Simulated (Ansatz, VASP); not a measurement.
## Bi in VASP and in Ansatz

INCAR

```
SYSTEM = Bi
PREC = Accurate ; ENCUT = 520
EDIFF = 1E-6 ; ISMEAR = -1
SIGMA = 0.1 ; LREAL = .False.
LASPH = .True. ; NELM = 100
ALGO = Normal ; ISIF = 2
LWAVE = .False. ; LCHARG = .False.
GGA = CA ; NBANDS = 14
```

The input KPOINTS:

```
regular mesh
0
Gamma
  13 13 13
  0 0 0
```

POSCAR

```
Bi
1.0
    0.0000000000      2.4533829460      2.4533829460
    2.4533829460      0.0000000000      2.4533829460
    2.4533829460      2.4533829460      0.0000000000
Bi
1
Direct
    0.0000000000      0.0000000000      0.0000000000
```

Input for Ansatz:

```yaml
crystal:
  lattice:
    - [0.0, 2.453382946, 2.453382946]
    - [2.453382946, 0.0, 2.453382946]
    - [2.453382946, 2.453382946, 0.0]
  atoms:
    - { symbol: Bi, position: [0.0, 0.0, 0.0] }
hamiltonian:
  xc: lda
  pseudopotentials:
    kind: paw
    azcp:
      Bi: "pseudopotentials/Bi.paw.azcp"
basis:
  ecutwfc: 420
  fft_grid_basis: typed
kpoints:
  mp_grid: { grid: [13, 13, 13], shift: [0, 0, 0] }
magnetization:
  spin_polarized: false
scf:
  occupations: { method: fermi_dirac, width: 0.1 }
  lower_state_search: "off"
output:
  stress: true
```

Alike in both runs: task single point; functional LDA; k mesh 13 × 13 × 13; occupations fermi-dirac, width 0.1 eV; no spin polarisation.

|  | VASP | Ansatz |
| --- | --- | --- |
| version | VASP 6.6.1 | Ansatz 0.2.0 |
| potentials or method | VASP PAW LDA potentials, release 64 (Bi_d), cutoff 520 eV | plane waves (420 eV) with PAW, scalar-relativistic |
| valence electrons in the cell | 15 | 15 |

```csv
,VASP,Ansatz,Ansatz less VASP
pressure (GPa),0.2,0.0,-0.14
```

Ansatz warns that its potentials were made for another functional, while VASP's fit it. LDA's correlation is that of Perdew and Zunger in VASP and of Perdew and Wang (1992) in Ansatz.

Neither program's run includes spin-orbit coupling.
